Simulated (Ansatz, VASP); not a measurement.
Two plane-wave programs on Rh

INCAR

```
SYSTEM = Rh
ALGO     = Normal         ! electronic algorithm
EDIFF    = 1E-6           ! SCF threshold, eV
ENCUT    = 520            ! plane-wave cutoff, eV
ISIF     = 2              ! what is computed and relaxed
ISMEAR   = -1             ! smearing method
LASPH    = .TRUE.         ! aspherical terms in the spheres
LCHARG   = .FALSE.        ! write CHGCAR
LREAL    = .FALSE.        ! projectors in reciprocal space
LWAVE    = .FALSE.        ! write WAVECAR
NBANDS   = 14             ! bands
NELM     = 80             ! most SCF steps
PREC     = Accurate       ! precision mode
SIGMA    = 0.1            ! smearing width, eV
```

The input KPOINTS:

```
k-points
0
G
  15 15 15
  0 0 0
```

Contents of POSCAR:

```
Rh
1.0
    0.0000000000      1.8978500000      1.8978500000
    1.8978500000      0.0000000000      1.8978500000
    1.8978500000      1.8978500000      0.0000000000
Rh
1
Direct
    0.0000000000      0.0000000000      0.0000000000
```

Input for Ansatz:

```yaml
crystal:
  lattice:
    - [0.0, 1.89785, 1.89785]
    - [1.89785, 0.0, 1.89785]
    - [1.89785, 1.89785, 0.0]
  atoms:
    - { symbol: Rh, position: [0.0, 0.0, 0.0] }
basis:
  ecutwfc: 600.0
kpoints:
  mp_grid:
    grid: [15, 15, 15]
hamiltonian:
  xc: lda
scf:
  occupations:
    method: fermi_dirac
output:
  forces: true
  stress: true
```

Alike in both runs: task single point; functional LDA; k mesh 15 × 15 × 15; no spin polarisation.

```csv
,VASP,Ansatz
version,VASP 6.6.1,Ansatz 0.2.0
potentials or method,"VASP PAW LDA potentials, release 64 (Rh_pv), cutoff 520 eV","plane waves, PAW"
occupations,"fermi-dirac, width 0.1 eV",fermi-dirac
valence electrons in the cell,15,17
```

```tsv
	VASP	Ansatz	Ansatz less VASP
pressure (GPa)	-8.6	-9.4	-0.84
```

LDA's correlation is that of Perdew and Zunger in VASP and of Perdew and Wang (1992) in Ansatz. VASP's potentials hold 15 valence electrons a cell and Ansatz's 17, so a difference there can come from the potentials and not from the codes.
